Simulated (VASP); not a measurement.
## Na12H7C2N: single point with PBE+D3(BJ)

The system is Na12H7C2N, a slab with vacuum.

```
Na C N H
1.0
     7.06321    0.00000    0.00000
    -2.35440    6.65926    0.00000
     0.00000    0.00000   27.96879
Na C N H
12 2 1 7
Cartesian
  1.1772 1.6648 8.0000
  0.0000 4.9944 8.0000
  4.7088 1.6648 8.0000
  3.5316 4.9944 8.0000
  2.3258 3.3623 10.8582
  3.5691 0.0495 11.0217
  -1.1996 3.2864 11.0390
  0.0427 -0.0326 10.8375
  3.5723 5.0118 13.7165
  4.6684 1.6353 14.1809
  0.0455 5.0219 13.9633
  1.1492 1.6648 13.6922
  3.5271 2.2937 17.2873
  5.7462 1.2966 17.3391
  4.8248 2.1777 16.6192
  3.6094 2.5938 18.3500
  3.0079 1.3245 17.2444
  2.9044 3.0295 16.7577
  5.2458 3.1096 16.5428
  5.8773 1.5784 18.4019
  6.7286 1.3072 16.8450
  5.3668 0.2646 17.3021
```

| Item | Value |
| --- | --- |
| Program | VASP 6.6.1 |
| Task | single point |
| Functional | PBE |
| Dispersion | D3(BJ) |
| Potentials or basis | VASP PAW PBE potentials, release 64 (Na_pv, C, N, H) |
| Cutoff | 520 eV |
| k mesh | 3 × 3 × 1 |
| Occupations | gaussian, width 0.1 eV |
| Spin | no spin polarisation |

| Quantity | Value |
| --- | --- |
| Largest force | 0.048 eV/Å |
| Band gap on the k mesh | zero (bands 52 and 53 overlap by 0.45 eV) |
| Dispersion energy per atom | -0.081 eV |

Forces on the atoms (eV/Å):
```
Na   0.002  0.004 -0.028
Na   0.001 -0.001  0.046
Na   0.002  0.001  0.010
Na  -0.001 -0.001 -0.031
Na   0.000  0.000  0.000
Na   0.000  0.000  0.000
Na  -0.001  0.000  0.000
Na   0.001 -0.001 -0.001
Na   0.001 -0.001  0.000
Na   0.000  0.000  0.000
Na   0.000  0.000  0.000
Na   0.001  0.000  0.000
C   -0.033 -0.004 -0.002
C    0.013 -0.026  0.012
N    0.018  0.043 -0.011
H    0.002  0.005  0.015
H   -0.010 -0.012  0.000
H   -0.014  0.012 -0.009
H   -0.002 -0.006 -0.014
H    0.004  0.004  0.016
H    0.016 -0.002 -0.005
H   -0.002 -0.014  0.001
```

Levels at points of the mesh, in eV from the Fermi level:
| k point | band 50 | band 51 | band 52 | band 53 | band 54 | band 55 |
| --- | --- | --- | --- | --- | --- | --- |
| (0.00, 0.00, 0.00) | 0.09 | 0.15 | 0.17 | 0.18 | 0.46 | 0.81 |

Wall time 43 min on 1 thread of Intel Xeon 8259CL, with other jobs on the host, peak memory 1.3 GiB.
